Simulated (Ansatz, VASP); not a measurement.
## One calculation of Ti, two programs

```
Ti
1.0
     0.00000    2.03000    2.13150
     2.03000    0.00000    2.13150
     2.03000    2.03000    0.00000
Ti
1
Direct
  0.00000 0.00000 0.00000
```

Change from the starting cell: strain +0.000 along x and y, +0.050 along z, atoms carried along.

Alike in both runs: task single point; functional PBEsol; k mesh 20 × 20 × 20; occupations gaussian, width 0.15 eV; no spin polarisation.

|  | VASP | Ansatz |
| --- | --- | --- |
| version | VASP 6.6.1 | Ansatz 0.2.0 |
| potentials or method | VASP PAW PBE potentials, release 64 (Ti_sv), cutoff 520 eV | scalar-relativistic, plane waves, PAW |
| valence electrons in the cell | 12 | 12 |

|  | VASP | Ansatz | Ansatz less VASP |
| --- | --- | --- | --- |
| gap on the k mesh at the Fermi level (eV) | none | none | - |
| pressure (GPa) | -5.6 | -5.4 | +0.21 |
| traceless stress, the component that is largest in VASP (GPa) | -1.08 | -1.08 | +0.005 |

VASP's potentials were made for PBE, not for PBEsol. A gap of «none» marks a metal or a gap that the smearing closes. With one functional, cell and mesh, what is left measures potentials, basis and numerics.
